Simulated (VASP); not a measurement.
Runs of VASP 6.6.1 on Ca. The structure is that of space group Fm-3m (No. 225), or close to it. The cells are those of the table. 

```tsv
cell	k mesh	smearing	gap on the mesh (eV)	pressure (GPa)
a = 3.778 Å, angles 60.0°, 1 atom	10 × 10 × 10	gaussian 0.01 eV	none	-0.1
a = 3.727 Å, angles 60.0°, 1 atom	17 × 17 × 17	fermi-dirac 0.1 eV	none	(a)
a = 3.778 Å, angles 60.0°, 1 atom	11 × 11 × 11	fermi-dirac 0.1 eV	none	0.0
a = 3.778 Å, angles 60.0°, 1 atom	17 × 17 × 17	fermi-dirac 0.1 eV	none	0.0
a = 3.778 Å, angles 60.0°, 1 atom	10 × 10 × 10	methfessel-paxton 0.03 eV	none	-0.1
a = 3.778 Å, angles 60.0°, 1 atom	10 × 10 × 10	methfessel-paxton 0.3 eV	none	0.0
a = 3.876 Å, angles 60.0°, 1 atom	17 × 17 × 17	fermi-dirac 0.1 eV	none	-1.3
a = 3.778 Å, angles 60.0°, 1 atom	10 × 10 × 10	gaussian 0.2 eV	none	0.0
a = 3.778 Å, angles 60.0°, 1 atom	10 × 10 × 10	methfessel-paxton 0.6 eV	none	0.0
a = 3.778 Å, angles 60.0°, 1 atom	10 × 10 × 10	fermi-dirac 0.03 eV	none	0.0
a = 3.778 Å, angles 60.0°, 1 atom	10 × 10 × 10	fermi-dirac 0.1 eV	none	0.0
a = 3.778 Å, angles 60.0°, 1 atom	10 × 10 × 10	fermi-dirac 0.2 eV	none	0.1
```

Alike in all rows: task single point; level LDA; potentials or basis VASP PAW LDA potentials, release 64 (Ca_sv); no spin polarisation; cutoff (eV) 520.

**Question.** Fill in the values left out.

**Answer.** (a) 0.8.

A gap of «none» marks levels without a gap at the run's occupations.
